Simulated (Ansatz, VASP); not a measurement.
Sb in VASP and in Ansatz

Contents of INCAR:

```
SYSTEM = Sb
PREC = Accurate ; ENCUT = 500
EDIFF = 1E-6 ; ISMEAR = 0
SIGMA = 0.0403 ; LREAL = .False.
LASPH = .True. ; NELM = 120
ALGO = Normal ; ISIF = 2
LWAVE = .False. ; LCHARG = .True.
GGA = PE ; LELF = .True.
LVHAR = .True. ; NBANDS = 8
ISYM = 0 ; GGA_COMPAT = .False.
```

The input KPOINTS:

```
Automatic mesh
0
Gamma
  5 5 5
  0 0 0
```

The input POSCAR:

```
Sb
1.0
    0.0000000000      3.0387930000      3.0387930000
    3.0387930000      0.0000000000      3.0387930000
    3.0387930000      3.0387930000      0.0000000000
Sb
1
Direct
    0.0000000000      0.0000000000      0.0000000000
```

Input for Ansatz:

```yaml
crystal:
  lattice:
    - [0.0, 3.038793, 3.038793]
    - [3.038793, 0.0, 3.038793]
    - [3.038793, 3.038793, 0.0]
  atoms:
    - { symbol: Sb, position: [0.0, 0.0, 0.0] }
  symmetry: { detect: false }
kpoints:
  mp_grid: { grid: [5, 5, 5], shift: [0, 0, 0] }
magnetization:
  spin_polarized: false
scf:
  occupations: { method: gaussian, width: 0.0403 }
hamiltonian:
  pseudopotentials: { kind: paw }
  xc: pbe
basis:
  ecutwfc: "600 eV"
output:
  forces: true
  stress: true
  eigenvalues: true
```

Alike in both runs: task single point; functional PBE; k mesh 5 × 5 × 5; occupations gaussian, width 0.0403 eV; no spin polarisation.

|  | VASP | Ansatz |
| --- | --- | --- |
| version | VASP 6.6.1 | Ansatz 0.2.0 |
| potentials or method | VASP PAW PBE potentials, release 64 (Sb), cutoff 500 eV | PAW plane waves |
| valence electrons in the cell | 5 | 15 |

|  | VASP | Ansatz | Ansatz less VASP |
| --- | --- | --- | --- |
| gap on the k mesh at the Fermi level (eV) | none | none | - |
| pressure (GPa) | -7.5 | -7.5 | 0.00 |

A gap of «none» marks a metal or a gap that the smearing closes. The functional is the same, so the differences come from potentials, cutoffs and numerics. VASP's potentials hold 5 valence electrons a cell and Ansatz's 15, so a difference there can come from the potentials and not from the codes.

Neither program's run includes spin-orbit coupling.
